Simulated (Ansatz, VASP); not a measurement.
# CaSe in VASP and in Ansatz

```
Ca Se
1.0
     0.00000    3.30000    3.34950
     3.30000    0.00000    3.34950
     3.30000    3.30000    0.00000
Ca Se
1 1
Direct
  0.00000 0.00000 0.00000
  0.75000 0.75000 0.75000
```

Change from the starting cell: strain +0.000 along x and y, +0.015 along z, atoms carried along.

Alike in both runs: task single point; functional LDA; k mesh 6 × 6 × 6; occupations gaussian, width 0.05 eV; no spin polarisation.

|  | VASP | Ansatz |
| --- | --- | --- |
| version | VASP 6.6.1 | Ansatz 0.2.0 |
| potentials or method | VASP PAW LDA potentials, release 64 (Ca_sv, Se), cutoff 520 eV | scalar-relativistic, plane waves, PAW |
| valence electrons in the cell | 16 | 26 |

|  | VASP | Ansatz | Ansatz less VASP |
| --- | --- | --- | --- |
| gap on the k mesh at the Fermi level (eV) | 2.83 | 2.81 | -0.014 |
| least direct gap on the mesh (eV) | 2.93 | 2.91 | -0.015 |
| pressure (GPa) | -3.0 | -3.1 | -0.12 |
| traceless stress, the component that is largest in VASP (GPa) | -0.09 | -0.09 | -0.003 |

LDA's correlation is that of Perdew and Zunger in VASP and of Perdew and Wang (1992) in Ansatz. VASP's potentials hold 16 valence electrons a cell and Ansatz's 26, so a difference there can come from the potentials and not from the codes.
